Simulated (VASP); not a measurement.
Co: single point with RPBE+D3(BJ)

The system is Co.

```
Co
1.0
     2.42013    0.00000    0.00000
    -1.21006    2.09589    0.00000
     0.00000    0.00000    7.92312
Co
4
Direct
  0.66667 0.33333 0.75000
  0.00000 0.00000 0.50000
  0.33333 0.66667 0.25000
  0.00000 0.00000 0.00000
```

- Program: VASP 6.6.1
- Task: single point
- Functional: RPBE
- Dispersion: D3(BJ)
- Potentials or basis: VASP PAW PBE potentials, release 64 (Co)
- Cutoff: 520 eV
- k mesh: 12 × 12 × 4
- Occupations: fermi-dirac, width 0.05 eV
- Spin: collinear spin, ferromagnetic start
- Starting moments: [2.0, 2.0, 2.0, 2.0] μB
- Dipole correction: no
- Further INCAR settings: ALGO = Fast; EDIFF = 1e-07; NBANDS = 30

The pressure is -8.7 GPa, the net moment is 6.31 μB per cell and the site moments are Co +1.59, +1.57 μB. The valence electrons inside the program's atomic spheres are Co 8.43, 8.44. The dispersion energy per atom is -2.278 eV.

Stress tensor (GPa, compression positive):
```
 -7.31   0.00   0.00
  0.00  -7.31   0.00
  0.00   0.00 -11.42
```

Levels at points of the mesh, in eV from the Fermi level:
Spin up:
| k point | band 18 | band 19 | band 20 | band 21 | band 22 | band 23 | band 24 | band 25 |
| --- | --- | --- | --- | --- | --- | --- | --- | --- |
| (0.00, 0.00, 0.00) | -1.50 | -1.50 | -1.16 | -1.16 | -0.73 | -0.73 | -0.32 | 6.84 |
| (0.50, 0.00, 0.00) | -0.46 | -0.45 | -0.43 | 0.30 | 1.47 | 2.76 | 3.42 | 7.64 |
| (0.00, 0.00, 0.50) | -1.67 | -1.67 | -1.67 | -0.92 | -0.92 | -0.92 | -0.92 | 9.88 |
| (0.50, 0.00, 0.50) | -0.60 | -0.47 | -0.47 | 1.41 | 1.41 | 3.07 | 3.07 | 7.97 |
Spin down:
```tsv
k point	band 12	band 13	band 14	band 15	band 16	band 17
(0.00, 0.00, 0.00)	-0.97	-0.97	-0.92	-0.92	-0.40	0.03
(0.50, 0.00, 0.00)	-0.14	-0.10	0.51	1.27	1.30	1.31
(0.00, 0.00, 0.50)	-1.19	-1.07	-1.07	-1.07	-1.07	0.23
(0.50, 0.00, 0.50)	-0.96	-0.28	-0.28	0.87	0.87	1.29
```

Run time: 100 s on 1 thread of Intel(R) Xeon(R) 6975P-C (Granite Rapids) (shared host), peak memory 0.23 GiB.

Caveat: the PAW data sets were made with another functional, which shifts forces and pressure a little; pairwise dispersion overbinds metals, which lowers pressure and volume.
